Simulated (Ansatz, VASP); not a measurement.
## One calculation of Ga2TeO2, two programs

Contents of INCAR:

```
  ALGO = Normal
  EDIFF = 1E-6
  EDIFFG = -0.04
  ENCUT = 600
  GGA = PE
  IBRION = 2
  ISIF = 3
  ISMEAR = 0
  LASPH = True
  LCHARG = False
  LREAL = False
  LWAVE = False
  NELM = 60
  NSW = 90
  PREC = Accurate
  SIGMA = 0.1
```

Contents of KPOINTS:

```
k-points
0
Gamma
  4 4 4
```

The input POSCAR:

```
Ga2TeO2
1.0
   -2.7563397600      2.7563397600      3.2494879600
    2.7563397600     -2.7563397600      3.2494879600
    2.7563397600      2.7563397600     -3.2494879600
Ga Te O
2 1 2
Direct
    0.7500000000      0.2500000000      0.5000000000
    0.2500000000      0.7500000000      0.5000000000
    0.5000000000      0.5000000000      0.0000000000
    0.5000000000      0.0000000000      0.5000000000
    0.0000000000      0.5000000000      0.5000000000
```

Input for Ansatz:

```yaml
crystal:
  lattice:
    - [-2.75633976, 2.75633976, 3.24948796]
    - [2.75633976, -2.75633976, 3.24948796]
    - [2.75633976, 2.75633976, -3.24948796]
  atoms:
    - { symbol: Ga, position: [0.75, 0.25, 0.5] }
    - { symbol: Ga, position: [0.25, 0.75, 0.5] }
    - { symbol: Te, position: [0.5, 0.5, 0.0] }
    - { symbol: O, position: [0.5, 0.0, 0.5] }
    - { symbol: O, position: [0.0, 0.5, 0.5] }
basis:
  ecutwfc: 420
kpoints:
  mp_grid: { grid: [4, 4, 4] }
hamiltonian:
  xc: pbe
scf:
  occupations: { method: gaussian, width: 0.1 }
  lower_state_search: "off"
output:
  forces: true
  stress: true
  eigenvalues: true
relax:
  adjacent_minimum: "off"
  f_tol: 0.04
  max_steps: 70
  cell: { stress_tol: 0.4 }
```

Alike in both runs: task relaxation of cell and atoms; functional PBE; k mesh 4 × 4 × 4; occupations gaussian, width 0.1 eV; no spin polarisation.

|  | VASP | Ansatz |
| --- | --- | --- |
| version | VASP 6.6.1 | Ansatz 0.2.0 |
| potentials or method | VASP PAW PBE potentials, release 64 (Ga_d, Te, O), cutoff 600 eV | scalar-relativistic, plane waves, PAW |
| valence electrons in the cell | 44 | 54 |

Ansatz gave:

```
gap on the k mesh at the Fermi level, each at its own relaxed structure (eV) : none
relaxed volume (Å³/atom)                                                     : 26.04
relaxed length of the cell vector where the two differ most in proportion (Å)              : 5.574
```

Q: Which values does VASP return?

A: gap on the k mesh at the Fermi level, each at its own relaxed structure (eV): none; relaxed volume (Å³/atom): 26.10; relaxed length of the cell vector where the two differ most in proportion (Å): 5.578.

A gap of «none» marks a metal or a gap that the smearing closes. VASP's potentials hold 44 valence electrons a cell and Ansatz's 54, so a difference there can come from the potentials and not from the codes.

The k mesh is coarse, so the values compare programs but aren't converged. Neither program's run includes spin-orbit coupling. Noted on VASP's run: the volume moved by over 15 % at a fixed basis, so the end points are rough.
